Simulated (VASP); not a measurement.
The system is KNb3O.

```
K Nb O
1.0
     2.65090   -3.95342    0.00000
     2.65090    3.95342    0.00000
     0.00000    0.00000    5.09953
K Nb O
1 3 1
Direct
  0.50000 0.50000 0.00000
  0.14699 0.85301 0.00000
  0.85301 0.14699 0.00000
  0.50000 0.50000 0.50000
  0.00000 0.00000 0.50000
```

The cell was generated, and may not be a known phase.

| Property | Result |
| --- | --- |
| Program | VASP 6.6.1 |
| Task | relaxation of cell and atoms |
| Functional | PBE |
| Potentials or basis | VASP PAW PBE potentials, release 64 (K_sv, Nb_sv, O) |
| Cutoff | 600 eV |
| k mesh | 4 × 4 × 4 |
| Occupations | gaussian, width 0.1 eV |
| Spin | collinear spin |
| Starting moments | [0.04, -0.07, -0.07, 0.97, -0.09] μB |

At the start: pressure -4.5 GPa; volume 21.38 Å³/atom.

Task: Where does the relaxation end?

Result: Over 23 steps the energy falls by 434.9 meV/atom and the volume is 26.03 Å³/atom (+21.7 %); space group Cmmm (No. 65, to 0.1 Å) before and after; moment 0.00 μB per cell.

Step by step:
```tsv
step	energy change (eV)	largest force (eV/Å)	pressure (GPa)	volume (Å³)
1	0.0000	1.1779	-4.49	106.89
2	-0.7944	1.2670	-2.51	97.61
3	-1.0213	1.2274	1.12	91.82
4	-1.0272	1.1193	3.36	89.47
5	-1.3315	0.3837	4.10	90.09
6	-1.3571	0.9458	5.99	90.21
7	-1.7256	0.1560	0.81	99.44
8	-1.8688	0.2192	-0.71	106.31
9	-2.0419	0.5689	-2.17	120.25
10	-1.8687	0.8256	-2.07	148.47
11	-2.0718	0.6538	-2.31	124.96
12	-1.8429	0.1207	6.26	127.00
13	-2.1301	0.4358	0.01	125.75
14	-2.1303	0.4262	0.16	125.80
15	-2.1544	0.1652	0.23	126.58
16	-2.1659	0.0841	0.32	127.33
17	-2.1649	0.2260	0.60	128.81
18	-2.1710	0.0154	0.41	127.93
19	-2.1712	0.0479	0.46	128.17
20	-2.1713	0.0268	0.45	128.10
21	-2.1687	0.0548	-0.75	130.70
22	-2.1726	0.0031	0.01	129.04
23	-2.1746	0.0040	-0.01	130.13
```

Final structure:
```cif
data_structure
_symmetry_space_group_name_H-M 'P 1'
_symmetry_Int_Tables_number 1
_cell_length_a 5.9761
_cell_length_b 5.9761
_cell_length_c 5.8137
_cell_angle_alpha 90.000
_cell_angle_beta 90.000
_cell_angle_gamma 141.189
_cell_volume 130.13
loop_
_atom_site_label
_atom_site_type_symbol
_atom_site_fract_x
_atom_site_fract_y
_atom_site_fract_z
_atom_site_occupancy
K1 K 0.50000 0.50000 0.00000 1
Nb1 Nb 0.19075 0.80925 0.00000 1
Nb2 Nb 0.80925 0.19075 0.00000 1
Nb3 Nb 0.50000 0.50000 0.50000 1
O1 O 0.00000 0.00000 0.50000 1
```

Caveat: the volume moved by over 15 % at a fixed basis, so the end points are rough.
